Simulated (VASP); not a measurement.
Crystal: Al3VF.

```
CELL_PARAMETERS angstrom
3.77352 0.00000 0.00000
0.00000 3.77352 0.00000
0.00000 0.00000 4.78042
ATOMIC_POSITIONS crystal
Al 0.00000 0.50000 0.50000
Al 0.50000 0.00000 0.50000
Al 0.50000 0.50000 0.10760
V 0.50000 0.50000 0.66500
F 0.00000 0.00000 0.00000
```

The cell was generated, and may not be a known phase.

```yaml
Program: VASP 6.6.1
Task: relaxation of cell and atoms
Functional: PBE
Potentials_or_basis: VASP PAW PBE potentials, release 64 (Al, V_sv, F)
Cutoff: 600 eV
k_mesh: 4 × 4 × 4
Occupations: gaussian, width 0.1 eV
Spin: collinear spin, ferromagnetic start
Starting_moments: "[0.0, 0.0, 0.0, 2.0, 0.0] μB"
```

At the start: pressure 50.1 GPa; volume 13.61 Å³/atom.

How do energy, volume and symmetry change on relaxing?

Over 34 steps the energy falls by 1258.4 meV/atom and the volume is 21.85 Å³/atom (+60.5 %); space group P4mm (No. 99, to 0.1 Å) before and after; moment 1.75 μB per cell.

Step by step:
| step | energy change (eV) | largest force (eV/Å) | pressure (GPa) | volume (Å³) |
| --- | --- | --- | --- | --- |
| 1 | 0.0000 | 4.9864 | 50.10 | 68.07 |
| 2 | -4.4037 | 0.9564 | -7.23 | 119.21 |
| 3 | -4.8688 | 1.1067 | -0.96 | 101.88 |
| 4 | -4.8714 | 1.0564 | -0.51 | 101.12 |
| 5 | -4.9702 | 0.6220 | 0.21 | 100.71 |
| 6 | -4.9833 | 0.6218 | 0.39 | 100.60 |
| 7 | -4.9976 | 0.6229 | 0.80 | 100.38 |
| 8 | -5.0654 | 0.6388 | 0.52 | 101.19 |
| 9 | -5.1883 | 0.9484 | 0.16 | 103.47 |
| 10 | -5.1923 | 1.2747 | 0.20 | 104.12 |
| 11 | -5.2664 | 0.9316 | -0.61 | 105.22 |
| 12 | -5.3304 | 0.9183 | -2.03 | 107.63 |
| 13 | -5.4082 | 0.9449 | -1.58 | 106.85 |
| 14 | -5.6236 | 1.0367 | -0.05 | 104.54 |
| 15 | -5.8477 | 1.6888 | 3.84 | 100.00 |
| 16 | -5.9325 | 1.4057 | 3.87 | 100.29 |
| 17 | -6.0983 | 0.6528 | 4.03 | 101.17 |
| 18 | -6.0670 | 0.7532 | 4.17 | 102.88 |
| 19 | -6.1360 | 0.2758 | 4.17 | 102.00 |
| 20 | -6.1997 | 0.2698 | 2.58 | 104.38 |
| 21 | -6.2562 | 0.4471 | -0.45 | 109.58 |
| 22 | -6.2563 | 0.4577 | -0.59 | 109.86 |
| 23 | -6.2700 | 0.2715 | -0.44 | 109.84 |
| 24 | -6.2819 | 0.2179 | -0.06 | 109.76 |
| 25 | -6.2845 | 0.1336 | -0.04 | 109.68 |
| 26 | -6.2873 | 0.0963 | 0.01 | 109.46 |
| 27 | -6.2881 | 0.0864 | 0.01 | 109.47 |
| 28 | -6.2896 | 0.0581 | 0.00 | 109.48 |
| 29 | -6.2897 | 0.0551 | -0.01 | 109.48 |
| 30 | -6.2906 | 0.0543 | -0.01 | 109.44 |
| 31 | -6.2917 | 0.0519 | -0.01 | 109.33 |
| 32 | -6.2918 | 0.0507 | -0.01 | 109.28 |
| 33 | -6.2917 | 0.0795 | -0.09 | 109.21 |
| 34 | -6.2920 | 0.0018 | -0.05 | 109.25 |

Final structure:
```yaml
crystal:
  lattice:
    - [4.59208, 0.00000, 0.00000]
    - [0.00000, 4.59208, 0.00000]
    - [0.00000, 0.00000, 5.18092]
  atoms:
    - { symbol: Al, position: [0.00000, 0.50000, 0.38435] }
    - { symbol: Al, position: [0.50000, 0.00000, 0.38435] }
    - { symbol: Al, position: [0.50000, 0.50000, 0.10127] }
    - { symbol: V, position: [0.50000, 0.50000, 0.59495] }
    - { symbol: F, position: [0.00000, 0.00000, 0.30768] }
```

Caveat: the k points lie up to 0.34 Å⁻¹ apart in the final cell; the volume moved by over 15 % at a fixed basis, so the end points are rough.
